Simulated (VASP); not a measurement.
# Ti (P6/mmm) in VASP: further runs

The runs below take Ti through single point, with PBE.

All numbers are computed with VASP 6.6.1; they aren't measurements. Logs are shortened: lines on timing, memory, paths and dates and some standing lists are left out, and cuts for length are marked.

## Step 1: The cell of the first run

It takes space group P6/mmm (No. 191, hexagonal). The conventional cell has a = 4.625 Å, b = 4.625 Å, c = 2.815 Å, α = 90.00°, β = 90.00°, γ = 120.00°. Ti (site symmetry 6/mmm) has 14 Ti at 2.82 to 3.02 Å within 3.7 Å. Within 3.5 Å of Ti (site symmetry -6m2) lie 11 Ti at 2.67 to 3.02 Å.

This isn't the form of Ti at room conditions, which is hcp.

## Step 2: Single point, PBE (biaxial strain in the a-b plane: +1.0 %)

INCAR reads:

```
PREC = Accurate
ENCUT = 520
EDIFF = 1E-6
ISMEAR = 0
SIGMA = 0.1
LREAL = F
LASPH = T
NELM = 60
ALGO = Fast
ISIF = 2
LWAVE = F
LCHARG = T
GGA = PE
LELF = T
LVHAR = T
NBANDS = 25
```

KPOINTS reads:

```
Automatic mesh
0
Gamma
  12 12 18
```

POSCAR reads:

```
Ti
1.0
    4.6253316651      0.0000000000      0.0000000000
   -2.3126658325      4.0056547229      0.0000000000
    0.0000000000      0.0000000000      2.8151796103
Ti
3
Direct
    0.0000000000      0.0000000000      0.0000000000
    0.3333333333      0.6666666667      0.5000000000
    0.6666666667      0.3333333333      0.5000000000
```

Potentials or basis: VASP PAW PBE potentials, release 64 (Ti_sv).

On the command line:

```
cat potpaw_PBE.64/Ti_sv/POTCAR > POTCAR
mpirun -np 1 vasp_std > vasp.out
```

OUTCAR:

```text
PREC = Accurate
   ENCUT = 520
   EDIFF = 1E-6
   ISMEAR = 0
   LREAL = F
   LASPH = T
   NELM = 60
   ISIF = 2
   GGA = PE

 ion  position               nearest neighbor table
   1  0.000  0.000  0.000-
   2  0.333  0.667  0.500-   3 2.67   3 2.67   3 2.67
   3  0.667  0.333  0.500-   2 2.67   2 2.67   2 2.67

  LATTYP: Found a hexagonal cell.
 ALAT       =     4.6253316651
 C/A-ratio  =     0.6086438366

  Lattice vectors:

 A1 = (   4.6253316651,   0.0000000000,   0.0000000000)
 A2 = (  -2.3126658325,   4.0056547229,   0.0000000000)
 A3 = (   0.0000000000,   0.0000000000,   2.8151796103)

Analysis of symmetry for initial positions (statically):
=====================================================================
 Subroutine PRICEL returns:
 Original cell was already a primitive cell.

 Routine SETGRP: Setting up the symmetry group for a
 hexagonal supercell.

 Subroutine GETGRP returns: Found 24 space group operations
 (whereof 24 operations were pure point group operations)
 out of a pool of 24 trial point group operations.

The static configuration has the point symmetry D_6h.

Analysis of symmetry for dynamics (positions and initial velocities):
=====================================================================
 Subroutine PRICEL returns:
 Original cell was already a primitive cell.

 Routine SETGRP: Setting up the symmetry group for a
 hexagonal supercell.

 Subroutine GETGRP returns: Found 24 space group operations
 (whereof 24 operations were pure point group operations)
 out of a pool of 24 trial point group operations.

The dynamic configuration has the point symmetry D_6h.

 Subroutine INISYM returns: Found 24 space group operations
 (whereof 24 operations are pure point group operations),
 and found     1 'primitive' translations

----------------------------------------------------------------------------------------

                                     Primitive cell

  volume of cell :      52.1582

  direct lattice vectors                    reciprocal lattice vectors
     4.625331665  0.000000000  0.000000000     0.216200712  0.124823539  0.000000000
[... 77 lines left out ...]
   NGXF,Y,Z  is equivalent  to a cutoff of  25.88, 25.88, 28.35 a.u.
 SYSTEM =  unknown system
   PREC   = accura    normal or accurate (medium, high low for compatibility)
   ISTART =      0    job   : 0-new  1-cont  2-samecut
   ICHARG =      2    charge: 1-file 2-atom 10-const
   ISPIN  =      1    spin polarized calculation?
   LNONCOLLINEAR =      F non collinear calculations
   LSORBIT =      F    spin-orbit coupling
   LASPH  =      T    aspherical Exc in radial PAW
   ENCUT  =  520.0 eV  38.22 Ry    6.18 a.u.   8.60  8.60  5.23*2*pi/ulx,y,z
   NELM   =     60;   NELMIN=  2; NELMDL= -5     # of ELM steps
   EDIFF  = 0.1E-05   stopping-criterion for ELM
   LREAL  =      F    real-space projection
   EDIFFG = 0.1E-04   stopping-criterion for IOM
   NSW    =      0    number of steps for IOM
   IBRION =     -1    ionic relax: 0-MD 1-quasi-New 2-CG
   NFREE  =      0    steps in history (QN), initial steepest desc. (CG)
   ISIF   =      2    stress and relaxation
   ISYM   =      2    0-nonsym 1-usesym 2-fastsym
   POTIM  = 0.5000    time-step for ionic-motion
   TEBEG  =    0.0;   TEEND  =   0.0 temperature during run
   PSTRESS=    0.0 pullay stress
   NELECT =      36.0000    total number of electrons
   NUPDOWN=      -1.0000    fix difference up-down
   EMIN   =  10.00;   EMAX   =-10.00  energy-range for DOS
   EFERMI =   0.00;   METHOD = LEGACY
   ISMEAR =     0;   SIGMA  =   0.10  broadening in eV -4-tet -1-fermi 0-gaus
   EFERMI_NEDOS =   21; number of points for ismear=-14 and -15
   IALGO  =     68    algorithm
   IMIX   =      4    mixing-type and parameters
     AMIX     =   0.40;   BMIX     =  1.00
     AMIX_MAG =   1.60;   BMIX_MAG =  1.00
  volume/ion in A,a.u.               =      17.39       117.33
  Fermi-wavevector in a.u.,A,eV,Ry     =   1.446777  2.734011 28.479208  2.093163
  Thomas-Fermi vector in A             =   2.564807
   LORBIT       =      0    0 simple, 1 ext, 2 COOP (PROOUT), +10 PAW based schemes
   GGA     = PE    functional components
   LHFCALC =     F    Hartree Fock is set to
   AEXX    =    0.0000 exact exchange contribution
   IVDW    =     0    specifies the selected vdW correction
   LEPSILON=     F    determine dielectric tensor
   LRPA    =     F    only Hartree local field effects (RPA)
 non-spin polarized calculation
 RMM-DIIS sequential band-by-band and
 Gauss-broadening in eV      SIGMA  =   0.10
  energy-cutoff  :      520.00
  volume of cell :       52.16
 maximum number of plane-waves:      1432
 NGX is ok and might be reduce to    36
   NGX = 17   NGY = 17   NGZ = 11

 number of electron      35.9999981 magnetization

 Free energy of the ion-electron system (eV)
  ---------------------------------------------------
  ext. energy  EPLUGINS =         0.00000000
  ---------------------------------------------------
  free energy    TOTEN  =       -23.52068997 eV

  energy without entropy =      -23.50772815  energy(sigma->0) =      -23.51420906

 E-fermi :   8.1943     XC(G=0): -11.4935

 val. band max:        8.1858926930   @ k =   0.3333   0.2500   0.2778
 cond. band min:       8.1998486686   @ k =   0.4167  -0.0000   0.1111
 fundamental gap:      0.0139559756
 Fermi energy:         8.1943233359

 k-point     1 :       0.0000    0.0000    0.0000
  band No.  band energies     occupation
      1     -48.7053      2.00000
      2     -48.4463      2.00000
      3     -48.2998      2.00000
      4     -25.0127      2.00000
      5     -25.0127      2.00000
      6     -24.8864      2.00000
[... 661 lines left out ...]
     24      10.2173      0.00000
     25      10.8757      0.00000

 [... further k-points ...]
[... 5 lines left out ...]
  --------------------------------------------------------------------------------------
  -------------------------------------------------------------------------------------
  Total       -0.8593133     -0.8593133      0.0634511     -0.0000000      0.0000000     -0.0000000
  in kB      -26.3960910    -26.3960910      1.9490684     -0.0000000      0.0000000     -0.0000000
  external PRESSURE =     -16.9477046 kB  Pullay stress =       0.0000000 kB

 VOLUME and BASIS-vectors are now :
 -----------------------------------------------------------------------------
  energy-cutoff  :      520.00
  volume of cell :       52.16
      direct lattice vectors                 reciprocal lattice vectors
     4.625331665  0.000000000  0.000000000     0.216200712  0.124823539  0.000000000
    -2.312665833  4.005654723  0.000000000     0.000000000  0.249647079  0.000000000
     0.000000000  0.000000000  2.815179610     0.000000000  0.000000000  0.355217122

 POSITION                                       TOTAL-FORCE (eV/Angst)
 -----------------------------------------------------------------------------------
      0.00000      0.00000      0.00000        -0.000000      0.000000     -0.000000
     -0.00000      2.67044      1.40759        -0.000000      0.000000      0.000000
      2.31267      1.33522      1.40759         0.000000     -0.000000     -0.000000
 -----------------------------------------------------------------------------------
    total drift:                                0.000000      0.000000     -0.000000

  FREE ENERGIE OF THE ION-ELECTRON SYSTEM (eV)
  ---------------------------------------------------
  free  energy   TOTEN  =       -23.5206899694 eV

  energy  without entropy=      -23.5077281521  energy(sigma->0) =      -23.51420906
```

OSZICAR:

```text
N       E                     dE             d eps       ncg     rms          rms(c)
DAV:   1     0.431350335629E+03    0.43135E+03   -0.18669E+04  9508   0.178E+03
DAV:   2     0.220832008357E+02   -0.40927E+03   -0.40251E+03  9634   0.515E+02
DAV:   3    -0.230960439685E+02   -0.45179E+02   -0.44136E+02 17555   0.148E+02
[... 38 lines left out ...]
RMM:  42    -0.235206882634E+02   -0.62412E-06   -0.15009E-05  9203   0.179E-02    0.343E-03
RMM:  43    -0.235206888782E+02   -0.61478E-06   -0.13381E-05  8610   0.146E-02    0.277E-03
RMM:  44    -0.235206893113E+02   -0.43305E-06   -0.11211E-05  6749   0.124E-02    0.199E-03
RMM:  45    -0.235206896876E+02   -0.37639E-06   -0.10536E-05  6636   0.115E-02    0.105E-03
RMM:  46    -0.235206899694E+02   -0.28174E-06   -0.93936E-06  6330   0.107E-02
   1 F= -.23520690E+02 E0= -.23514209E+02  d E =-.129618E-01
```

It took 5.6 min on 1 thread of Intel Xeon 6975P-C (Granite Rapids), shared host; peak memory 0.31 GiB.

Results:

```
Free energy            : -23.5207 eV
Pressure               : -1.7 GPa
Band gap on the k mesh : zero (bands 18 and 19 overlap by 0.26 eV)
```

Stress tensor (GPa, compression positive):
```
-2.64  0.00  0.00
 0.00 -2.64  0.00
 0.00  0.00  0.19
```

Caveat: the cell differs from its parent crystal (biaxial strain in the a-b plane: +1.0 %).

[end of part 1 of 2]
